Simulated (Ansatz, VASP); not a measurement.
## GaN: VASP beside Ansatz

```
Ga N
1.0
     3.18315    0.00000    0.00000
    -1.59157    2.75669    0.00000
     0.00000    0.00000    5.18363
Ga N
2 2
Cartesian
  0.0000 1.8378 -0.0046
  1.5916 0.9189 2.5872
  0.0000 1.8378 1.9485
  1.5916 0.9189 4.5403
```

Alike in both runs: task single point; functional r2SCAN; k mesh 9 × 9 × 4; no spin polarisation.

|  | VASP | Ansatz |
| --- | --- | --- |
| version | VASP 6.6.1 | Ansatz 0.2.0 |
| potentials or method | VASP PAW PBE potentials, release 64 (Ga_d, N_h) | plane waves, PAW |
| plane-wave cutoff (eV) | 1460 | 500 |
| occupations | gaussian, width 0.01 eV | fixed |
| valence electrons in the cell | 36 | 36 |

```csv
,VASP,Ansatz,Ansatz less VASP
gap on the k mesh at the Fermi level (eV),2.34,2.35,+0.008
pressure (GPa),1.0,0.0,-1.01
```

VASP's potentials were made for PBE, not for r2SCAN.
